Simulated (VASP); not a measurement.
Wanted: the native input for a VASP 6.6.1 run.

```
Task                   : single point
Functional             : PBE
Potentials or basis    : VASP PAW PBE potentials, release 64 (C)
Cutoff                 : 520 eV
k mesh                 : 6 × 6 × 6
Occupations            : gaussian, width 0.05 eV
Spin                   : no spin polarisation
Dipole correction      : no
Further INCAR settings : LREAL = Auto; ALGO = Normal; EDIFF = 1e-06; NBANDS = 43
```

The structure of C (a cell with a defect) lies in POSCAR:

```
C
1.0
    3.5715485858      0.0000000000     -3.5715485858
    0.0000000000      3.5715485858     -3.5715485858
    3.5715485858      3.5715485858      0.0000000000
C
15
Direct
    0.2500000000      0.2500000000      0.2500000000
    0.2500000000      0.7500000000      0.7500000000
    0.2500000000      0.7500000000      0.2500000000
    0.7500000000      0.2500000000      0.7500000000
    0.7500000000      0.2500000000      0.2500000000
    0.7500000000      0.7500000000      0.7500000000
    0.7500000000      0.7500000000      0.2500000000
    0.1250000000      0.1250000000      0.1250000000
    0.1250000000      0.1250000000      0.6250000000
    0.1250000000      0.6250000000      0.1250000000
    0.0206040358      0.5781250000      0.7006354821
    0.6250000000      0.1250000000      0.1250000000
    0.6250000000      0.1250000000      0.6250000000
    0.6250000000      0.6250000000      0.1250000000
    0.6250000000      0.6250000000      0.6250000000
```

This cell differs from its parent crystal: atoms taken out, atom 11 moved 0.125 of the way to it and +0.525 Å across, host rigid.

The input as run:

INCAR

```
PREC = Accurate ; ENCUT = 520
EDIFF = 1E-6 ; ISMEAR = 0
SIGMA = 0.05 ; LREAL = Auto
LASPH = T ; NELM = 80
ALGO = Normal ; ISIF = 2
LWAVE = F ; LCHARG = F
GGA = PE ; NBANDS = 43
```

KPOINTS

```
regular mesh
0
Gamma
  6 6 6
```

Potentials or basis: VASP PAW PBE potentials, release 64 (C).

Run with:

```console
$ cat potpaw_PBE.64/C/POTCAR > POTCAR
$ mpirun -np 1 vasp_std > vasp.out
```

It gave:

```yaml
Pressure: 8.6 GPa
Largest_force: 24.555 eV/Å
Band_gap_on_the_k_mesh: zero (bands 30 and 31 overlap by 1.28 eV)
```

Caveat: the cell differs from its parent crystal (atoms taken out, atom 11 moved 0.125 of the way to it and +0.525 Å across, host rigid).

Run time: 9 min on 1 thread of AMD EPYC 9R14 (Zen 4), on a shared host, peak memory 0.29 GiB.
